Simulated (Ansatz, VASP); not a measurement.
## Ta in VASP and in Ansatz

```xyz
2
Lattice="2.9004 0.0000 0.0000 -1.4502 2.5118 0.0000 0.0000 0.0000 5.1663" Properties=species:S:1:pos:R:3 pbc="T T T"
Ta    1.4502    0.3873    3.8747
Ta    0.0000    1.6745    1.2916
```

Alike in both runs: task single point; functional r2SCAN; k mesh 18 × 18 × 10; occupations gaussian, width 0.15 eV; no spin polarisation.

|  | VASP | Ansatz |
| --- | --- | --- |
| version | VASP 6.6.1 | Ansatz 0.2.0 |
| potentials or method | VASP PAW PBE potentials, release 64 (Ta_pv), cutoff 520 eV | scalar-relativistic, plane waves, PAW |
| valence electrons in the cell | 22 | 26 |

|  | VASP | Ansatz | Ansatz less VASP |
| --- | --- | --- | --- |
| gap on the k mesh at the Fermi level (eV) | none | none | - |
| pressure (GPa) | -2.1 | -2.7 | -0.55 |
| traceless stress, the component that is largest in VASP (GPa) | 8.95 | 9.04 | +0.092 |
| rms of the force components (eV/Å) | 0.180 | 0.182 | +0.0018 |

VASP's potentials were made for PBE, not for r2SCAN. Atom by atom the forces differ by 0.002 eV/Å (rms over components). A gap of «none» marks a metal or a gap that the smearing closes. VASP's potentials hold 22 valence electrons a cell and Ansatz's 26, so a difference there can come from the potentials and not from the codes.

Neither program's run includes spin-orbit coupling.
